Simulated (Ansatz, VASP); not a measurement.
# GaP: VASP beside Ansatz

```
Ga P
1.0
     0.00000    2.75299    2.75299
     2.75299    0.00000    2.75299
     2.75299    2.75299    0.00000
Ga P
1 1
Cartesian
  0.0000 0.0000 0.0000
  1.3765 1.3765 1.3765
```

Alike in both runs: functional PBE; k mesh 8 × 8 × 8; occupations gaussian, width 0.02 eV; no spin polarisation.

Ansatz relaxed the structure, and its values are those at the end. VASP's run is a single point on that final structure, the one shown.

|  | VASP | Ansatz |
| --- | --- | --- |
| version | VASP 6.6.1 | Ansatz 0.2.0 |
| potentials or method | VASP PAW PBE potentials, release 64 (Ga_d, P), cutoff 500 eV | scalar-relativistic, plane waves, PAW |
| valence electrons in the cell | 18 | 18 |

Ansatz gave:

```
gap on the k mesh at the Fermi level (eV) : 1.58
least direct gap on the mesh (eV)         : 1.58
pressure (GPa)                            : 0.0
```

Problem. Estimate VASP's values.

Solution. gap on the k mesh at the Fermi level (eV): 1.58; least direct gap on the mesh (eV): 1.58; pressure (GPa): -0.1.

With one functional, cell and mesh, what is left measures potentials, basis and numerics.
